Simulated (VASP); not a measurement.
Here is a VASP 6.6.1 calculation.

File INCAR:

```
SYSTEM = Os
PREC = Accurate
ENCUT = 600
EDIFF = 1E-6
ISMEAR = -1
SIGMA = 0.05
LREAL = .False.
LASPH = .True.
NELM = 120
ALGO = Normal
ISIF = 2
LWAVE = .False.
LCHARG = .False.
GGA = PE
NBANDS = 10
GGA_COMPAT = .False.
```

Contents of KPOINTS:

```
regular mesh
0
Gamma
  18 18 18
  0 0 0
```

Contents of POSCAR:

```
Os
1.0
    0.0000000000      1.9279312762      1.9279312762
    1.9279312762      0.0000000000      1.9279312762
    1.9279312762      1.9279312762      0.0000000000
Os
1
Direct
    0.0000000000      0.0000000000      0.0000000000
```

Potentials or basis: VASP PAW PBE potentials, release 64 (Os).

Run with:

```console
$ cat potpaw_PBE.64/Os/POTCAR > POTCAR
$ mpirun -np 1 vasp_std > vasp.out
```

Q: Predict the band gap on the k mesh.

A: Zero (bands 4 and 5 overlap by 3.68 eV).

Q: Predict the pressure.

A: 0.0 GPa.

Caveat: spin-orbit coupling is left out, which moves the levels of the heavy elements.
